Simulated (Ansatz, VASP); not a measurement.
C: VASP beside Ansatz

INCAR

```
SYSTEM = C
  PREC = Accurate
  ENCUT = 520
  EDIFF = 1E-7
  ISMEAR = 0
  SIGMA = 0.1
  LREAL = .False.
  LASPH = .True.
  NELM = 150
  ALGO = Normal
  ISIF = 2
  LWAVE = .False.
  LCHARG = .False.
  ISPIN = 2
  MAGMOM = 1 1 1 1
  LORBIT = 11
  GGA = PE
  NBANDS = 20
```

KPOINTS

```
Automatic mesh
0
Gamma
  10 10 10
  0 0 0
```

File POSCAR:

```
C
1.0
   -1.2637042900      1.2637042900      4.3775999300
    1.2637042900     -1.2637042900      4.3775999300
    1.2637042900      1.2637042900     -4.3775999300
C
4
Direct
    0.0833333400      0.0833333400      0.0000000000
    0.8333333400      0.3333333400      0.5000000000
    0.9166666600      0.9166666600      0.0000000000
    0.6666666600      0.1666666600      0.5000000000
```

Input for Ansatz:

```yaml
crystal:
  lattice:
    - [-1.26370429, 1.26370429, 4.37759993]
    - [1.26370429, -1.26370429, 4.37759993]
    - [1.26370429, 1.26370429, -4.37759993]
  atoms:
    - { symbol: C, position: [0.08333334, 0.08333334, 0.0], spin: 1.0 }
    - { symbol: C, position: [0.83333334, 0.33333334, 0.5], spin: 1.0 }
    - { symbol: C, position: [0.91666666, 0.91666666, 0.0], spin: 1.0 }
    - { symbol: C, position: [0.66666666, 0.16666666, 0.5], spin: 1.0 }
basis:
  ecutwfc: 420
kpoints:
  mp_grid: { grid: [10, 10, 10] }
hamiltonian:
  xc: pbe
scf:
  occupations: { method: gaussian, width: 0.1 }
  lower_state_search: "off"
output:
  forces: true
  stress: true
  eigenvalues: true
  populations: true
magnetization:
  spin_polarized: true
```

Alike in both runs: task single point; functional PBE; k mesh 10 × 10 × 10; occupations gaussian, width 0.1 eV; collinear spin.

|  | VASP | Ansatz |
| --- | --- | --- |
| version | VASP 6.6.1 | Ansatz 0.2.0 |
| potentials or method | VASP PAW PBE potentials, release 64 (C), cutoff 520 eV | scalar-relativistic, plane waves, PAW |
| valence electrons in the cell | 16 | 16 |

VASP gave:

| Property | Result |
| --- | --- |
| gap on the k mesh at the Fermi level (eV) | none |
| pressure (GPa) | -2.5 |
| traceless stress, the component that is largest in VASP (GPa) | -4.75 |
| rms of the force components (eV/Å) | 1.166 |
| net moment per atom (μB) | 0.00 |

**Question.** Estimate Ansatz's values.

**Answer.** gap on the k mesh at the Fermi level (eV): none; pressure (GPa): -3.1; traceless stress, the component that is largest in VASP (GPa): -5.03; rms of the force components (eV/Å): 1.166; net moment per atom (μB): 0.00.

Atom by atom the forces differ by 0.001 eV/Å (rms over components). A gap of «none» marks a metal or a gap that the smearing closes. Ansatz's warnings: seeded moment not kept.
